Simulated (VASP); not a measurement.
A run of VASP 6.6.1 is set up as follows.

INCAR

```
PREC = Accurate
ENCUT = 520
EDIFF = 1E-6
ISMEAR = 0
SIGMA = 0.1
LREAL = Auto
LASPH = T
NELM = 100
ALGO = Normal
ISIF = 2
LWAVE = F
LCHARG = T
GGA = PE
LELF = T
LVHAR = T
NBANDS = 62
```

Contents of KPOINTS:

```
regular mesh
0
Gamma
  4 4 4
```

POSCAR

```
Sr2CdAgC6N6
1.0
    0.0000000000      5.2910000000      5.2910000000
    5.2910000000      0.0000000000      5.2910000000
    5.2910000000      5.2910000000      0.0000000000
Sr Cd Ag C N
2 1 1 6 6
Direct
    0.2500000000      0.2500000000      0.2500000000
    0.7500000000      0.7500000000      0.7500000000
    0.0000000000      0.0000000000      0.0000000000
    0.5000000000      0.5000000000      0.5000000000
    0.8109053100      0.1890946900      0.1890946900
    0.1890946900      0.8109053100      0.1890946900
    0.1890946900      0.1890946900      0.8109053100
    0.1890946900      0.8109053100      0.8109053100
    0.8109053100      0.1890946900      0.8109053100
    0.8109053100      0.8109053100      0.1890946900
    0.7003402000      0.2996598000      0.2996598000
    0.2996598000      0.7003402000      0.2996598000
    0.2996598000      0.2996598000      0.7003402000
    0.2996598000      0.7003402000      0.7003402000
    0.7003402000      0.2996598000      0.7003402000
    0.7003402000      0.7003402000      0.2996598000
```

Potentials or basis: VASP PAW PBE potentials, release 64 (Sr_sv, Cd, Ag, C, N).

Command:

```console
$ cat potpaw_PBE.64/Sr_sv/POTCAR potpaw_PBE.64/Cd/POTCAR potpaw_PBE.64/Ag/POTCAR potpaw_PBE.64/C/POTCAR potpaw_PBE.64/N/POTCAR > POTCAR
$ mpirun -np 1 vasp_std > vasp.out
```

(1) What does it give for the largest force?

(2) What does it give for the pressure?

## Answers

(1) 4.402 eV/Å.

(2) 19.7 GPa.

Caveat: the cell stands under pressure; forces of over 1 eV/Å act on the atoms, so gaps and moduli don't describe the material at rest.
